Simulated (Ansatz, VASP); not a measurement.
# Two plane-wave programs on CaF2

```
CELL_PARAMETERS angstrom
0.00000 2.66274 2.66274
2.66274 0.00000 2.66274
2.66274 2.66274 0.00000
ATOMIC_POSITIONS crystal
Ca 0.00000 0.00000 0.00000
F 0.25000 0.25000 0.25000
F 0.75000 0.75000 0.75000
```

Alike in both runs: functional LDA; k mesh 8 × 8 × 8; occupations gaussian, width 0.02 eV; no spin polarisation.

Ansatz relaxed the structure, and its values are those at the end. VASP's run is a single point on that final structure, the one shown.

|  | VASP | Ansatz |
| --- | --- | --- |
| version | VASP 6.6.1 | Ansatz 0.2.0 |
| potentials or method | VASP PAW LDA potentials, release 64 (Ca_sv, F), cutoff 600 eV | scalar-relativistic, plane waves, PAW |
| valence electrons in the cell | 24 | 24 |

```tsv
	VASP	Ansatz	Ansatz less VASP
gap on the k mesh at the Fermi level (eV)	7.36	7.38	+0.020
least direct gap on the mesh (eV)	7.63	7.65	+0.019
pressure (GPa)	0.5	0.0	-0.53
```

Ansatz warns that its potentials were made for another functional, while VASP's fit it. LDA's correlation is that of Perdew and Zunger in VASP and of Perdew and Wang (1992) in Ansatz.
